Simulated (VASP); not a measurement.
# Ga3SbN2 (P3m1) in VASP: single point with PBE

Aim: the single point of Ga3SbN2 with PBE.

Everything below comes from runs of VASP 6.6.1. Logs are shortened: lines on timing, memory, paths and dates and some standing lists are left out, and cuts for length are marked.

## Step 1: The cell of the first run

It takes space group P3m1 (No. 156, trigonal). The conventional cell has a = 3.160 Å, b = 3.160 Å, c = 11.794 Å, α = 90.00°, β = 90.00°, γ = 120.00°. Within 2.6 Å of N (site symmetry 3m) lie 4 Ga at 1.93 to 1.99 Å. Within 2.6 Å of N (site symmetry 3m) lie 4 Ga at 1.95 Å. Sb (site symmetry 3m) has 1 Ga at 2.71 Å and 6 Sb at 3.16 Å within 3.6 Å. Within 2.6 Å of Ga (site symmetry 3m) lie 4 N at 1.93 to 1.95 Å. Within 2.6 Å of Ga (site symmetry 3m) lie 3 N at 1.95 Å. Within 2.6 Å of Ga (site symmetry 3m) lie 1 N at 1.99 Å.

## Step 2: Single point, PBE, non-collinear spin, zero start, spin-orbit coupling

INCAR reads:

```
SYSTEM = Ga3SbN2
PREC     = Accurate       ! precision mode
ENCUT    = 520            ! plane-wave cutoff, eV
EDIFF    = 1E-6           ! SCF threshold, eV
ISMEAR   = -1             ! smearing method
SIGMA    = 0.02           ! smearing width, eV
LREAL    = .False.        ! projectors in reciprocal space
LASPH    = .True.         ! aspherical terms in the spheres
NELM     = 150            ! most SCF steps
ALGO     = Normal         ! electronic algorithm
ISIF     = 2              ! what is computed and relaxed
LWAVE    = .False.        ! write WAVECAR
LCHARG   = .False.        ! write CHGCAR
MAGMOM   = 0 0 0 0 0 0 0 0 0 0 0 0 0 0 0 0 0 0 ! initial moments
LORBIT   = 11             ! projections on sites
LSORBIT  = .True.         ! spin-orbit coupling
GGA_COMPAT= .False.      
LORBMOM  = .True.       
GGA      = PE             ! functional
NBANDS   = 70             ! bands
KPAR     = 2
```

KPOINTS reads:

```
regular mesh
0
Gamma
  12 12 2
  0 0 0
```

POSCAR reads:

```
Ga3SbN2
1.0
    3.1603526840      0.0000000000      0.0000000000
   -1.5801763420      2.7369457093      0.0000000000
    0.0000000000      0.0000000000     11.7940397252
N Sb Ga
2 1 3
Direct
    0.0000000000      0.0000000000      0.0600698591
    0.3333333333      0.6666666667      0.2799710902
    0.6666666667      0.3333333333      0.5667984963
    0.3333333333      0.6666666667      0.1144587363
    0.6666666667      0.3333333333      0.3372968818
    0.0000000000      0.0000000000      0.8914049362
```

Potentials or basis: VASP PAW PBE potentials, release 64 (N, Sb, Ga_d).

The run is started by

```
cat potpaw_PBE.64/N/POTCAR potpaw_PBE.64/Sb/POTCAR potpaw_PBE.64/Ga_d/POTCAR > POTCAR
mpirun -np 2 vasp_ncl > vasp.out
```

OUTCAR:

```text
SYSTEM = Ga3SbN2
   PREC = Accurate
   ENCUT = 520
   EDIFF = 1E-6
   ISMEAR = -1
   LREAL = .False.
   LASPH = .True.
   NELM = 150
   ISIF = 2
   LORBIT = 11
   LSORBIT = .True.
   GGA = PE

 ion  position               nearest neighbor table
   1  0.000  0.000  0.060-   4 1.93   4 1.93   4 1.93   6 1.99
   2  0.333  0.667  0.280-   5 1.95   5 1.95   5 1.95   4 1.95
   3  0.667  0.333  0.567-   5 2.71
   4  0.333  0.667  0.114-   1 1.93   1 1.93   1 1.93   2 1.95
   5  0.667  0.333  0.337-   2 1.95   2 1.95   2 1.95   3 2.71
   6  0.000  0.000  0.891-   1 1.99

  LATTYP: Found a hexagonal cell.
 ALAT       =     3.1603526840
 C/A-ratio  =     3.7318745420

  Lattice vectors:

 A1 = (   3.1603526840,   0.0000000000,   0.0000000000)
 A2 = (  -1.5801763420,   2.7369457093,   0.0000000000)
 A3 = (   0.0000000000,   0.0000000000,  11.7940397252)

Analysis of symmetry for initial positions (statically):
=====================================================================
 Subroutine PRICEL returns:
 Original cell was already a primitive cell.

 Routine SETGRP: Setting up the symmetry group for a
 hexagonal supercell.

 Subroutine GETGRP returns: Found  6 space group operations
 (whereof  6 operations were pure point group operations)
 out of a pool of 24 trial point group operations.

The static configuration has the point symmetry C_3v.

Analysis of symmetry for dynamics (positions and initial velocities):
=====================================================================
 Subroutine PRICEL returns:
 Original cell was already a primitive cell.

 Routine SETGRP: Setting up the symmetry group for a
 hexagonal supercell.

 Subroutine GETGRP returns: Found  6 space group operations
 (whereof  6 operations were pure point group operations)
 out of a pool of 24 trial point group operations.

The dynamic configuration has the point symmetry C_3v.

Analysis of structural, dynamic, and magnetic symmetry:
=====================================================================
 Subroutine PRICEL returns:
 Original cell was already a primitive cell.

 Routine SETGRP: Setting up the symmetry group for a
 hexagonal supercell.

 Subroutine GETGRP returns: Found  6 space group operations
 (whereof  6 operations were pure point group operations)
 out of a pool of 24 trial point group operations.

The overall configuration has the point symmetry C_3v.

 Subroutine INISYM returns: Found  6 space group operations
 (whereof  6 operations are pure point group operations),
 and found     1 'primitive' translations

----------------------------------------------------------------------------------------

                                     Primitive cell

  volume of cell :     102.0151

  direct lattice vectors                    reciprocal lattice vectors
     3.160352684  0.000000000  0.000000000     0.316420381  0.182685392  0.000000000
    -1.580176342  2.736945709  0.000000000     0.000000000  0.365370784  0.000000000
     0.000000000  0.000000000 11.794039725     0.000000000  0.000000000  0.084788590

  length of vectors
     3.160352684  3.160352684 11.794039725     0.365370784  0.365370784  0.084788590

  position of ions in fractional coordinates (direct lattice)
     0.000000000  0.000000000  0.060069859
     0.333333333  0.666666667  0.279971090
     0.666666667  0.333333333  0.566798496
     0.333333333  0.666666667  0.114458736
     0.666666667  0.333333333  0.337296882
     0.000000000  0.000000000  0.891404936

  ion indices of the primitive-cell ions
   primitive index   ion index
                 1           1
                 2           2
                 3           3
                 4           4
                 5           5
                 6           6

----------------------------------------------------------------------------------------

 KPOINTS: regular mesh
[... 130 lines left out ...]
      2     -11.2435      1.00000
      3     -10.7613      1.00000
      4     -10.7613      1.00000
      5      -9.2564      1.00000
      6      -9.2564      1.00000
[... 1645 lines left out ...]
     65      10.9285      0.00000
     66      10.9556      0.00000

 [... further k-points ...]

 [bands above 66 left out]

------------------------ aborting loop because EDIFF is reached ----------------------------------------

  FORCE on cell =-STRESS in cart. coord.  units (eV):
  Direction    XX          YY          ZZ          XY          YZ          ZX
  --------------------------------------------------------------------------------------
  -------------------------------------------------------------------------------------
  Total        2.3068565      2.3068565      2.2130614      0.0000000      0.0000000      0.0000000
  in kB       36.2298760     36.2298761     34.7567952      0.0000000      0.0000000      0.0000000
  external PRESSURE =      35.7388491 kB  Pullay stress =       0.0000000 kB

 VOLUME and BASIS-vectors are now :
 -----------------------------------------------------------------------------
  energy-cutoff  :      520.00
  volume of cell :      102.02
      direct lattice vectors                 reciprocal lattice vectors
     3.160352684  0.000000000  0.000000000     0.316420381  0.182685392  0.000000000
    -1.580176342  2.736945709  0.000000000     0.000000000  0.365370784  0.000000000
     0.000000000  0.000000000 11.794039725     0.000000000  0.000000000  0.084788590

 POSITION                                       TOTAL-FORCE (eV/Angst)
 -----------------------------------------------------------------------------------
      0.00000      0.00000      0.70847         0.000000     -0.000000      0.032204
     -0.00000      1.82463      3.30199         0.000000      0.000000     -0.006851
      1.58018      0.91232      6.68484         0.000000     -0.000000      0.169526
     -0.00000      1.82463      1.34993        -0.000000     -0.000000     -0.009869
      1.58018      0.91232      3.97809        -0.000000     -0.000000      0.181062
      0.00000      0.00000     10.51327         0.000000     -0.000000     -0.366072
 -----------------------------------------------------------------------------------
    total drift:                               -0.000002      0.000001     -0.000962

  FREE ENERGIE OF THE ION-ELECTRON SYSTEM (eV)
  ---------------------------------------------------
  free  energy   TOTEN  =       -30.4622841919 eV

  energy  without entropy=      -30.4606302413  energy(sigma->0) =      -30.46145722

 orbital moment (x)

 # of ion     p       d       tot
 ----------------------------------------
  1        -0.000   0.000  -0.000
  2        -0.000   0.000  -0.000
  3         0.000  -0.000   0.000
  4         0.000  -0.000  -0.000
  5        -0.000  -0.000  -0.000
  6         0.000   0.000   0.000
 ----------------------------------------
           -0.000  -0.000  -0.000

 orbital moment (y)

 # of ion     p       d       tot
 ----------------------------------------
  1         0.000   0.000   0.000
  2        -0.000   0.000  -0.000
  3         0.000  -0.000   0.000
  4         0.000   0.000   0.000
  5         0.000   0.000   0.000
  6        -0.000   0.000   0.000
 ----------------------------------------
            0.000   0.000   0.000

 orbital moment (z)

 # of ion     p       d       tot
 ----------------------------------------
  1         0.000   0.000   0.000
  2         0.000   0.000   0.000
  3         0.000   0.000   0.000
  4        -0.000   0.000  -0.000
  5        -0.000   0.000   0.000
  6        -0.000   0.000  -0.000
 ----------------------------------------
           -0.000   0.000   0.000

 Spin-Orbit-Coupling matrix elements

 Ion:    1  E_soc:     -0.0001060
 l=   1
     0.0000000    -0.0000192    -0.0000147
    -0.0000192     0.0000000    -0.0000192
    -0.0000147    -0.0000192     0.0000000
 l=   2
     0.0000000     0.0000000     0.0000000     0.0000000     0.0000000
     0.0000000     0.0000000     0.0000000     0.0000000     0.0000000
     0.0000000     0.0000000     0.0000000     0.0000000     0.0000000
     0.0000000     0.0000000     0.0000000     0.0000000     0.0000000
     0.0000000     0.0000000     0.0000000     0.0000000     0.0000000
 l=   3
     0.0000000     0.0000000     0.0000000     0.0000000     0.0000000     0.0000000     0.0000000
     0.0000000     0.0000000     0.0000000     0.0000000     0.0000000     0.0000000     0.0000000
     0.0000000     0.0000000     0.0000000     0.0000000     0.0000000     0.0000000     0.0000000
     0.0000000     0.0000000     0.0000000     0.0000000     0.0000000     0.0000000     0.0000000
[... 89 lines left out ...]
 l=   2
     0.0000000    -0.0001639     0.0000000    -0.0001639    -0.0006589
    -0.0001639     0.0000000    -0.0004880    -0.0001630    -0.0001639
     0.0000000    -0.0004880     0.0000000    -0.0004880     0.0000000
    -0.0001639    -0.0001630    -0.0004880     0.0000000    -0.0001639
    -0.0006589    -0.0001639     0.0000000    -0.0001639     0.0000000
 l=   3
     0.0000000     0.0000000     0.0000000     0.0000000     0.0000000     0.0000000     0.0000000
     0.0000000     0.0000000     0.0000000     0.0000000     0.0000000     0.0000000     0.0000000
     0.0000000     0.0000000     0.0000000     0.0000000     0.0000000     0.0000000     0.0000000
     0.0000000     0.0000000     0.0000000     0.0000000     0.0000000     0.0000000     0.0000000
     0.0000000     0.0000000     0.0000000     0.0000000     0.0000000     0.0000000     0.0000000
     0.0000000     0.0000000     0.0000000     0.0000000     0.0000000     0.0000000     0.0000000
     0.0000000     0.0000000     0.0000000     0.0000000     0.0000000     0.0000000     0.0000000

 total charge

# of ion       s       p       d       tot
------------------------------------------
    1        1.232   2.517   0.000   3.750
    2        1.230   2.510   0.000   3.740
    3        1.222   1.150   0.035   2.407
    4        0.790   0.916  10.189  11.896
    5        0.820   0.872  10.123  11.816
    6        0.999   0.522   9.979  11.500
--------------------------------------------------
tot          6.294   8.488  30.327  45.108

 magnetization (x)

# of ion       s       p       d       tot
------------------------------------------
    1        0.000  -0.000   0.000  -0.000
    2        0.000   0.000   0.000   0.000
    3       -0.000   0.000   0.000  -0.000
    4        0.000   0.000   0.000   0.000
    5        0.000  -0.000   0.000  -0.000
    6        0.000  -0.000   0.000  -0.000
--------------------------------------------------
tot         -0.000  -0.000   0.000  -0.000

 magnetization (y)

# of ion       s       p       d       tot
------------------------------------------
    1        0.000   0.000   0.000   0.000
    2        0.000   0.000   0.000   0.000
    3        0.000  -0.000   0.000  -0.000
    4        0.000   0.000   0.000   0.000
    5        0.000   0.000   0.000   0.000
    6        0.000   0.000   0.000   0.000
--------------------------------------------------
tot          0.000  -0.000   0.000  -0.000

 magnetization (z)

# of ion       s       p       d       tot
------------------------------------------
    1       -0.000   0.000   0.000   0.000
    2       -0.000   0.000   0.000   0.000
    3        0.000   0.000   0.000   0.000
    4        0.000  -0.000  -0.000  -0.000
    5        0.000   0.000  -0.000   0.000
    6       -0.000  -0.000   0.000  -0.000
--------------------------------------------------
tot         -0.000   0.000  -0.000   0.000
```

Wall time 5.3 min (2 MPI ranks of Intel Xeon Platinum 8559C (Emerald Rapids), shared host); peak memory 0.83 GiB.

Results:

```
Free energy                                           : -30.4623 eV
Pressure                                              : 3.6 GPa
Largest force                                         : 0.366 eV/Å
Net moment                                            : 0.00 μB per cell
Valence electrons inside the program's atomic spheres : N 3.75, 3.74; Sb 2.41; Ga 11.90, 11.82, 11.50
```

Forces on the atoms (eV/Å):
```
N    0.000  0.000  0.032
N    0.000  0.000 -0.007
Sb   0.000  0.000  0.170
Ga   0.000  0.000 -0.010
Ga   0.000  0.000  0.181
Ga   0.000  0.000 -0.366
```

Moments on the atoms (μB; x, y, z):
```
N   0.00 0.00 0.00
N   0.00 0.00 0.00
Sb  0.00 0.00 0.00
Ga  0.00 0.00 0.00
Ga  0.00 0.00 0.00
Ga  0.00 0.00 0.00
```

Caveat: the cell stands under pressure.
